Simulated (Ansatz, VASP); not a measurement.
# Ta: VASP beside Ansatz

```
Ta
1.0
    -1.65290    1.65290    1.65290
     1.65290   -1.65290    1.65290
     1.65290    1.65290   -1.65290
Ta
1
Cartesian
  0.0000 0.0000 0.0000
```

Alike in both runs: task relaxation of cell and atoms; functional LDA; k mesh 13 × 13 × 13; occupations fermi-dirac, width 0.1 eV; no spin polarisation.

|  | VASP | Ansatz |
| --- | --- | --- |
| version | VASP 6.6.1 | Ansatz 0.2.0 |
| potentials or method | VASP PAW LDA potentials, release 64 (Ta_pv), cutoff 600 eV | plane waves (420 eV) with PAW, scalar-relativistic |
| valence electrons in the cell | 11 | 13 |

|  | VASP | Ansatz | Ansatz less VASP |
| --- | --- | --- | --- |
| relaxed volume (Å³/atom) | 17.32 | 17.25 | -0.068 |
| relaxed cell length with the largest relative difference (Å) | 2.823 | 2.819 | -0.0037 |

Ansatz warns that its potentials were made for another functional, while VASP's fit it. LDA's correlation is that of Perdew and Zunger in VASP and of Perdew and Wang (1992) in Ansatz. VASP's potentials hold 11 valence electrons a cell and Ansatz's 13, so a difference there can come from the potentials and not from the codes.

Spin-orbit coupling is off throughout.
